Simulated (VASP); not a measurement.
A run of VASP 6.6.1:

The input INCAR:

```
SYSTEM = W
ALGO = Normal
EDIFF = 1E-7
ENCUT = 520
ISIF = 2
ISMEAR = 0
LASPH = .TRUE.
LCHARG = .FALSE.
LREAL = .FALSE.
LWAVE = .FALSE.
NBANDS = 13
NELM = 100
PREC = Accurate
SIGMA = 0.05
```

File KPOINTS:

```
k-points
0
G
  18 18 18
  0 0 0
```

Contents of POSCAR:

```
W
1.0
   -1.5800000000      1.5800000000      1.5800000000
    1.5800000000     -1.5800000000      1.5800000000
    1.5800000000      1.5800000000     -1.5800000000
W
1
Direct
    0.0000000000      0.0000000000      0.0000000000
```

Potentials or basis: VASP PAW LDA potentials, release 64 (W_sv).

Launch:

```sh
$ cat potpaw_LDA.64/W_sv/POTCAR > POTCAR
$ mpirun -np 1 vasp_std > vasp.out
```

Hardware: 1 thread of AMD EPYC 9R45 96-Core Processor (Zen 5) (shared host).

Task: How long does it take, and how much memory?

Result: It took 13 s on 1 thread of AMD EPYC 9R45 96-Core Processor (Zen 5), with other jobs on the host, peak memory 0.12 GiB. Counts: scf iterations 11, k points 195.
